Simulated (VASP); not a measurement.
Here is a VASP 6.6.1 calculation.

File INCAR:

```
  ALGO = Normal
  EDIFF = 1E-6
  ENCUT = 500
  GGA_COMPAT = F
  ISIF = 2
  ISMEAR = 0
  LASPH = T
  LCHARG = F
  LREAL = F
  LWAVE = F
  NBANDS = 11
  NELM = 120
  PREC = Accurate
  SIGMA = 0.05
```

The input KPOINTS:

```
k-points
0
Gamma
  8 8 8
```

File POSCAR:

```
Si
1.0
    0.0000000000      2.7010436185      2.7010436185
    2.7010436185      0.0000000000      2.7010436185
    2.7010436185      2.7010436185      0.0000000000
Si
2
Direct
    0.0000000000      0.0000000000      0.0000000000
    0.2500000000      0.2500000000      0.2500000000
```

Potentials or basis: VASP PAW LDA potentials, release 64 (Si).

Command:

```bash
$ cat potpaw_LDA.64/Si/POTCAR > POTCAR
$ mpirun -np 1 vasp_std > vasp.out
```

Task: Estimate the band gap on the k mesh.

Result: 0.49 eV (least direct gap 2.53 eV).

Task: Estimate the pressure.

Result: 0.0 GPa.

A k mesh can miss the band edges.
